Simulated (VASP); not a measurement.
# Sb (P6_3/mmc) in VASP: further runs

The runs below take Sb through single point, relaxation of cell and atoms, with PBE, BLYP+D4, BLYP+D3(BJ).

Program: VASP 6.6.1. These are calculated values, not measurements. Logs are shortened: lines on timing, memory, paths and dates and some standing lists are left out, and cuts for length are marked.

**1. The cell of the first run**

Symmetry: P6_3/mmc, No. 194, hexagonal system. Conventional cell: a = 3.355 Å, b = 3.355 Å, c = 5.470 Å, α = 90.00°, β = 90.00°, γ = 120.00°. Within 4.4 Å of Sb (site symmetry -6m2) lie 12 Sb at 3.35 Å.

**2. Single point, PBE**

File INCAR:

```
  ALGO = Normal
  EDIFF = 1E-6
  ENCUT = 520
  GGA = PE
  ISIF = 2
  ISMEAR = 0
  LASPH = True
  LCHARG = False
  LREAL = False
  LWAVE = False
  NBANDS = 12
  NELM = 80
  PREC = Accurate
  SIGMA = 0.03
```

File KPOINTS:

```
k-points
0
Gamma
  9 9 5
```

File POSCAR:

```
Sb
1.0
    3.3545324186      0.0000000000      0.0000000000
   -1.6772662093      2.9051102923      0.0000000000
    0.0000000000      0.0000000000      5.4701606500
Sb
2
Direct
    0.6666666667      0.3333333333      0.7500000000
    0.3333333333      0.6666666667      0.2500000000
```

Potentials or basis: VASP PAW PBE potentials, release 64 (Sb).

Command:

```bash
> cat potpaw_PBE.64/Sb/POTCAR > POTCAR
> mpirun -np 1 vasp_std > vasp.out
```

OUTCAR:

```text
EDIFF = 1E-6
   ENCUT = 520
   GGA = PE
   ISIF = 2
   ISMEAR = 0
   LASPH = True
   LREAL = False
   NELM = 80
   PREC = Accurate

 ion  position               nearest neighbor table
   1  0.667  0.333  0.750-   2 3.35   2 3.35   2 3.35   2 3.35   2 3.35   2 3.35
   2  0.333  0.667  0.250-   1 3.35   1 3.35   1 3.35   1 3.35   1 3.35   1 3.35

  LATTYP: Found a hexagonal cell.
 ALAT       =     3.3545324186
 C/A-ratio  =     1.6306775334

  Lattice vectors:

 A1 = (   3.3545324186,   0.0000000000,   0.0000000000)
 A2 = (  -1.6772662093,   2.9051102923,   0.0000000000)
 A3 = (   0.0000000000,   0.0000000000,   5.4701606500)

Analysis of symmetry for initial positions (statically):
=====================================================================
 Subroutine PRICEL returns:
 Original cell was already a primitive cell.

 Routine SETGRP: Setting up the symmetry group for a
 hexagonal supercell.

 Subroutine GETGRP returns: Found 24 space group operations
 (whereof 12 operations were pure point group operations)
 out of a pool of 24 trial point group operations.

The static configuration has the point symmetry D_3d.
 The point group associated with its full space group is D_6h.

Analysis of symmetry for dynamics (positions and initial velocities):
=====================================================================
 Subroutine PRICEL returns:
 Original cell was already a primitive cell.

 Routine SETGRP: Setting up the symmetry group for a
 hexagonal supercell.

 Subroutine GETGRP returns: Found 24 space group operations
 (whereof 12 operations were pure point group operations)
 out of a pool of 24 trial point group operations.

The dynamic configuration has the point symmetry D_3d.
 The point group associated with its full space group is D_6h.

 Subroutine INISYM returns: Found 24 space group operations
 (whereof 12 operations are pure point group operations),
 and found     1 'primitive' translations

----------------------------------------------------------------------------------------

                                     Primitive cell

  volume of cell :      53.3083

  direct lattice vectors                    reciprocal lattice vectors
     3.354532419  0.000000000  0.000000000     0.298104139  0.172110505  0.000000000
    -1.677266209  2.905110292  0.000000000     0.000000000  0.344221010  0.000000000
     0.000000000  0.000000000  5.470160650     0.000000000  0.000000000  0.182809987

  length of vectors
     3.354532419  3.354532419  5.470160650     0.344221010  0.344221010  0.182809987

  position of ions in fractional coordinates (direct lattice)
     0.666666667  0.333333333  0.750000000
     0.333333333  0.666666667  0.250000000

  ion indices of the primitive-cell ions
   primitive index   ion index
                 1           1
                 2           2

----------------------------------------------------------------------------------------

 KPOINTS: k-points

Automatic generation of k-mesh.
 Grid dimensions read from file:
 generate k-points for:    9    9    5

 Generating k-lattice:

  Cartesian coordinates                     Fractional coordinates (reciprocal lattice)
     0.033122682  0.019123389  0.000000000     0.111111111  0.000000000  0.000000000
     0.000000000  0.038246779  0.000000000     0.000000000  0.111111111  0.000000000
     0.000000000  0.000000000  0.036561997     0.000000000  0.000000000  0.200000000

  Length of vectors
     0.038246779  0.038246779  0.036561997

  Shift w.r.t. Gamma in fractional coordinates (k-lattice)
     0.000000000  0.000000000  0.000000000

 Subroutine IBZKPT returns following result:
 ===========================================

 Found     36 irreducible k-points:

 Following reciprocal coordinates:
            Coordinates               Weight
  0.000000  0.000000  0.000000      1.000000
  0.111111  0.000000  0.000000      6.000000
  0.222222  0.000000  0.000000      6.000000
  0.333333  0.000000  0.000000      6.000000
  0.444444  0.000000  0.000000      6.000000
  0.111111  0.111111  0.000000      6.000000
[... 16 lines left out ...]
  0.333333  0.222222  0.200000     24.000000
  0.333333  0.333333  0.200000      4.000000
 [... further k-points ...]
   k-points           NKPTS =     36   k-points in BZ     NKDIM =     36   number of bands    NBANDS=     12
   number of dos      NEDOS =    301   number of ions     NIONS =      2
   total plane-waves  NPLWV =  32928
   dimension x,y,z NGX =    28 NGY =   28 NGZ =   42
   dimension x,y,z NGXF=    56 NGYF=   56 NGZF=   84
   ions per type =               2
   NGX,Y,Z   is equivalent  to a cutoff of  13.88, 13.88, 12.76 a.u.
   NGXF,Y,Z  is equivalent  to a cutoff of  27.75, 27.75, 25.53 a.u.
 SYSTEM =  unknown system
   PREC   = accura    normal or accurate (medium, high low for compatibility)
   ISTART =      0    job   : 0-new  1-cont  2-samecut
   ICHARG =      2    charge: 1-file 2-atom 10-const
   ISPIN  =      1    spin polarized calculation?
   LNONCOLLINEAR =      F non collinear calculations
   LSORBIT =      F    spin-orbit coupling
   LASPH  =      T    aspherical Exc in radial PAW
   ENCUT  =  520.0 eV  38.22 Ry    6.18 a.u.   6.24  6.24 10.17*2*pi/ulx,y,z
   NELM   =     80;   NELMIN=  2; NELMDL= -5     # of ELM steps
   EDIFF  = 0.1E-05   stopping-criterion for ELM
   LREAL  =      F    real-space projection
   EDIFFG = 0.1E-04   stopping-criterion for IOM
   NSW    =      0    number of steps for IOM
   IBRION =     -1    ionic relax: 0-MD 1-quasi-New 2-CG
   NFREE  =      0    steps in history (QN), initial steepest desc. (CG)
   ISIF   =      2    stress and relaxation
   ISYM   =      2    0-nonsym 1-usesym 2-fastsym
   POTIM  = 0.5000    time-step for ionic-motion
   TEBEG  =    0.0;   TEEND  =   0.0 temperature during run
   PSTRESS=    0.0 pullay stress
   NELECT =      10.0000    total number of electrons
   NUPDOWN=      -1.0000    fix difference up-down
   EMIN   =  10.00;   EMAX   =-10.00  energy-range for DOS
   EFERMI =   0.00;   METHOD = LEGACY
   ISMEAR =     0;   SIGMA  =   0.03  broadening in eV -4-tet -1-fermi 0-gaus
   EFERMI_NEDOS =   21; number of points for ismear=-14 and -15
   IALGO  =     38    algorithm
   IMIX   =      4    mixing-type and parameters
     AMIX     =   0.40;   BMIX     =  1.00
     AMIX_MAG =   1.60;   BMIX_MAG =  1.00
  volume/ion in A,a.u.               =      26.65       179.87
  Fermi-wavevector in a.u.,A,eV,Ry     =   0.937152  1.770960 11.949364  0.878253
  Thomas-Fermi vector in A             =   2.064234
   LORBIT       =      0    0 simple, 1 ext, 2 COOP (PROOUT), +10 PAW based schemes
   GGA     = PE    functional components
   LHFCALC =     F    Hartree Fock is set to
   AEXX    =    0.0000 exact exchange contribution
   IVDW    =     0    specifies the selected vdW correction
   LEPSILON=     F    determine dielectric tensor
   LRPA    =     F    only Hartree local field effects (RPA)
 non-spin polarized calculation
 Gauss-broadening in eV      SIGMA  =   0.03
  energy-cutoff  :      520.00
  volume of cell :       53.31
 maximum number of plane-waves:      1448
 NGX is ok and might be reduce to    28
   NGX = 13   NGY = 13   NGZ = 21

 number of electron      10.0000000 magnetization

 Free energy of the ion-electron system (eV)
  ---------------------------------------------------
  ext. energy  EPLUGINS =         0.00000000
  ---------------------------------------------------
  free energy    TOTEN  =        -7.72041762 eV

  energy without entropy =       -7.71909345  energy(sigma->0) =       -7.71975553

 E-fermi :   8.5373     XC(G=0): -10.2772

 val. band max:        8.5262063453   @ k =   0.2222   0.0000   0.4000
 cond. band min:       8.5392208460   @ k =   0.4444   0.1111   0.0000
 fundamental gap:      0.0130145007
 Fermi energy:         8.5372910857

 k-point     1 :       0.0000    0.0000    0.0000
  band No.  band energies     occupation
      1      -4.3485      2.00000
      2      -0.5205      2.00000
      3       2.7748      2.00000
      4      12.2629      0.00000
      5      12.2629      0.00000
      6      13.9099      0.00000
      7      13.9099      0.00000
      8      14.1552      0.00000
      9      16.3788      0.00000
     10      17.6056      0.00000
     11      18.6192      0.00000
     12      18.6192      0.00000

 k-point     2 :       0.1111    0.0000    0.0000
  band No.  band energies     occupation
      1      -4.1297      2.00000
      2      -0.3288      2.00000
      3       3.0030      2.00000
      4      10.3587      0.00000
      5      11.5290      0.00000
      6      12.8028      0.00000
      7      13.8973      0.00000
      8      13.9985      0.00000
      9      16.2869      0.00000
     10      17.8469      0.00000
     11      18.5066      0.00000
     12      18.8211      0.00000

 k-point     3 :       0.2222    0.0000    0.0000
  band No.  band energies     occupation
      1      -3.4785      2.00000
      2       0.2170      2.00000
      3       3.6769      2.00000
      4       7.4671      2.00000
      5      10.4119      0.00000
      6      10.5198      0.00000
      7      12.7311      0.00000
      8      13.4970      0.00000
      9      14.6436      0.00000
     10      17.1201      0.00000
     11      18.1744      0.00000
     12      18.7823      0.00000
[... 286 lines left out ...]
 k-point    23 :       0.3333    0.2222    0.2000
  band No.  band energies     occupation
      1      -0.3816      2.00000
      2       0.9786      2.00000
      3       4.2039      2.00000
      4       5.2713      2.00000
      5       6.2037      2.00000
      6       7.9677      2.00000
      7       8.5017      1.90663
      8      10.2520      0.00000
      9      13.9169      0.00000
     10      17.7889      0.00000
     11      18.1299      0.00000
     12      19.7796      0.00000

 k-point    24 :       0.3333    0.3333    0.2000
  band No.  band energies     occupation
      1       0.5857      2.00000
      2       0.5857      2.00000
      3       4.3617      2.00000
      4       5.3968      2.00000
      5       5.3968      2.00000
      6       6.9841      2.00000
      7       9.3511      0.00000
      8       9.3511      0.00000
      9      13.1692      0.00000
     10      19.0601      0.00000
     11      19.0601      0.00000
     12      20.8599      0.00000

 [... further k-points ...]
[... 5 lines left out ...]
  --------------------------------------------------------------------------------------
  -------------------------------------------------------------------------------------
  Total        0.3907210      0.3907210      0.5526347      0.0000000      0.0000000      0.0000000
  in kB       11.7430968     11.7430968     16.6094021      0.0000000      0.0000000      0.0000000
  external PRESSURE =      13.3651986 kB  Pullay stress =       0.0000000 kB

 VOLUME and BASIS-vectors are now :
 -----------------------------------------------------------------------------
  energy-cutoff  :      520.00
  volume of cell :       53.31
      direct lattice vectors                 reciprocal lattice vectors
     3.354532419  0.000000000  0.000000000     0.298104139  0.172110505  0.000000000
    -1.677266209  2.905110292  0.000000000     0.000000000  0.344221010  0.000000000
     0.000000000  0.000000000  5.470160650     0.000000000  0.000000000  0.182809987

 POSITION                                       TOTAL-FORCE (eV/Angst)
 -----------------------------------------------------------------------------------
      1.67727      0.96837      4.10262         0.000000     -0.000000      0.000000
     -0.00000      1.93674      1.36754        -0.000000      0.000000      0.000000
 -----------------------------------------------------------------------------------
    total drift:                                0.000000     -0.000000      0.000000

  FREE ENERGIE OF THE ION-ELECTRON SYSTEM (eV)
  ---------------------------------------------------
  free  energy   TOTEN  =        -7.7204176186 eV

  energy  without entropy=       -7.7190934512  energy(sigma->0) =       -7.71975553
```

Wall time 7.9 s (1 thread of Intel Xeon 6975P-C (Granite Rapids), shared host); peak memory 0.17 GiB.

Results:

| Item | Value |
| --- | --- |
| Free energy | -7.7204 eV |
| Pressure | 1.3 GPa |
| Band gap on the k mesh | zero (band 5 reaches 12.82 eV, above the bottom of band 6 at 5.89 eV) |

Levels at points of the mesh, in eV from the Fermi level:
```tsv
k point	band 2	band 3	band 4	band 5	band 6	band 7	band 8	band 9
(0.00, 0.00, 0.00)	-9.06	-5.76	3.73	3.73	5.37	5.37	5.62	7.84
```

Caveat: spin-orbit coupling is left out, which moves the levels of the heavy elements.

**3. Single point, BLYP+D4**

This run uses another cell than the first one, of 27.33 Å³/atom, 1.025 times its volume.

File INCAR:

```
PREC = Accurate
ENCUT = 520
EDIFF = 1E-6
ISMEAR = -1
SIGMA = 0.05
LREAL = False
LASPH = True
NELM = 60
ALGO = Normal
ISIF = 2
LWAVE = False
LCHARG = False
GGA = B5
ALDAX = 1.0
AGGAX = 1.0
AGGAC = 1.0
ALDAC = 0.0
IVDW = 13
VDW_S6 = 1.0
VDW_S8 = 2.34076671
VDW_A1 = 0.44488865
VDW_A2 = 4.0933009
NBANDS = 12
```

File KPOINTS:

```
Automatic mesh
0
Gamma
  9 9 5
```

File POSCAR:

```
Sb
1.0
    3.4928841188      0.0000000000      0.0000000000
   -1.7464420594      3.0249263793      0.0000000000
    0.0000000000      0.0000000000      5.1731077066
Sb
2
Direct
    0.6666666667      0.3333333333      0.7500000000
    0.3333333333      0.6666666667      0.2500000000
```

Potentials or basis: VASP PAW PBE potentials, release 64 (Sb).

Command:

```bash
> cat potpaw_PBE.64/Sb/POTCAR > POTCAR
> mpirun -np 1 vasp_std > vasp.out
```

It took 13 s on 1 thread of Intel Xeon 6975P-C (Granite Rapids), shared host; peak memory 0.17 GiB.

Results (log left out):

```
Free energy                : -7.9662 eV
Pressure                   : 0.2 GPa
Band gap on the k mesh     : zero (band 5 reaches 11.80 eV, above the bottom of band 6 at 6.40 eV)
Dispersion energy per atom : -1.052 eV
```

Levels at points of the mesh, in eV from the Fermi level:
| k point | band 3 | band 4 | band 5 | band 6 | band 7 | band 8 |
| --- | --- | --- | --- | --- | --- | --- |
| (0.00, 0.00, 0.00) | -5.44 | 2.33 | 2.33 | 4.28 | 4.28 | 6.16 |

Caveat: the PAW data sets were made with another functional, which shifts forces and pressure a little; spin-orbit coupling is left out, which moves the levels of the heavy elements; pairwise dispersion overbinds metals, which lowers pressure and volume.

(Continued in part 2 of 2.)
